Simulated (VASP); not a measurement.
Si, 8 atoms in the cell. The typed cell holds 8 atoms: a = 7.699 Å, b = 7.699 Å, c = 3.849 Å, α = 60.00°, β = 60.00°, γ = 60.00°. 

* Program: VASP 6.6.1
* Task: single point
* Functional: PBE
* Potentials or basis: VASP PAW PBE potentials, release 64 (Si)
* Cutoff: 500 eV
* k mesh: 1 × 1 × 1
* Occupations: gaussian, width 0.01 eV
* Spin: no spin polarisation
* Dipole correction: no
* Further INCAR settings: ALGO = Normal; EDIFF = 1e-06; NBANDS = 26

Potentials or basis: VASP PAW PBE potentials, release 64 (Si).

Command:

```console
$ cat potpaw_PBE.64/Si/POTCAR > POTCAR
$ mpirun -np 1 vasp_gam > vasp.out
```

Hardware: 1 thread of Intel(R) Xeon(R) Platinum 8375C CPU @ 2.90GHz (Ice Lake), with other jobs on the host.

Problem. Estimate the wall time of this run.

Solution. Wall time 11 s on 1 thread of Intel(R) Xeon(R) Platinum 8375C CPU @ 2.90GHz (Ice Lake) (shared host), peak memory 0.25 GiB. Counts: scf iterations 15, k points 1.
